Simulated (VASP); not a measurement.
A run of VASP 6.6.1 is set up as follows.

File INCAR:

```
SYSTEM = SnO
PREC     = Accurate       ! precision mode
ENCUT    = 520            ! plane-wave cutoff, eV
EDIFF    = 1E-6           ! SCF threshold, eV
ISMEAR   = 0              ! smearing method
SIGMA    = 0.15           ! smearing width, eV
LREAL    = .False.        ! projectors in reciprocal space
LASPH    = .True.         ! aspherical terms in the spheres
NELM     = 60             ! most SCF steps
ALGO     = Fast           ! electronic algorithm
ISIF     = 2              ! what is computed and relaxed
LWAVE    = .False.        ! write WAVECAR
LCHARG   = .False.        ! write CHGCAR
GGA      = PS             ! functional
NBANDS   = 28             ! bands
```

File KPOINTS:

```
regular mesh
0
Gamma
  12 12 10
  0 0 0
```

POSCAR

```
SnO
1.0
    3.8053768948      0.0000000000      0.0000000000
    0.0000000000      3.8053768948      0.0000000000
    0.0000000000      0.0000000000      4.7531851815
Sn O
2 2
Direct
    0.0185817805      0.5185817805      0.2423986461
    0.4814182195     -0.0185817805      0.7576013539
   -0.0027860256      0.0027860256      0.0000000000
    0.5027860256      0.4972139744      0.0000000000
```

Potentials or basis: VASP PAW PBE potentials, release 64 (Sn_d, O).

Run with:

```sh
$ cat potpaw_PBE.64/Sn_d/POTCAR potpaw_PBE.64/O/POTCAR > POTCAR
$ mpirun -np 1 vasp_std > vasp.out
```

Estimate the pressure.

0.7 GPa.

Estimate the band gap on the k mesh.

zero (bands 20 and 21 overlap by 0.08 eV).

Stress tensor (GPa, compression positive):
```
 0.67  0.13 -1.69
 0.13  0.67 -1.69
-1.69 -1.69  0.81
```

Caveat: the cell differs from its parent crystal (atoms displaced along a vibrational mode); semilocal functionals underestimate gaps, and a narrow one can read as zero; the PAW data sets were made with another functional, which shifts forces and pressure a little; spin-orbit coupling is left out, which moves the levels of the heavy elements.
